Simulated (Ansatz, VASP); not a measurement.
# Two plane-wave programs on BaTe

```
Ba Te
1.0
     4.27299    0.00000    0.00000
     0.00000    4.27299    0.00000
     0.00000    0.00000    4.27299
Ba Te
1 1
Cartesian
  0.0000 0.0000 0.0000
  2.1365 2.1365 2.1365
```

Alike in both runs: task single point; functional PBEsol; k mesh 6 × 6 × 6; occupations gaussian, width 0.02 eV; no spin polarisation.

```csv
,VASP,Ansatz
version,VASP 6.6.1,Ansatz 0.2.0
potentials or method,"VASP PAW PBE potentials, release 64 (Ba_sv, Te), cutoff 520 eV","scalar-relativistic, plane waves, PAW"
valence electrons in the cell,16,26
```

|  | VASP | Ansatz | Ansatz less VASP |
| --- | --- | --- | --- |
| gap on the k mesh at the Fermi level (eV) | 0.72 | 0.82 | +0.099 |
| least direct gap on the mesh (eV) | 0.89 | 0.99 | +0.097 |
| pressure (GPa) | -1.9 | -2.4 | -0.46 |

VASP's potentials were made for PBE, not for PBEsol. VASP's potentials hold 16 valence electrons a cell and Ansatz's 26, so a difference there can come from the potentials and not from the codes.

Spin-orbit coupling is off throughout.
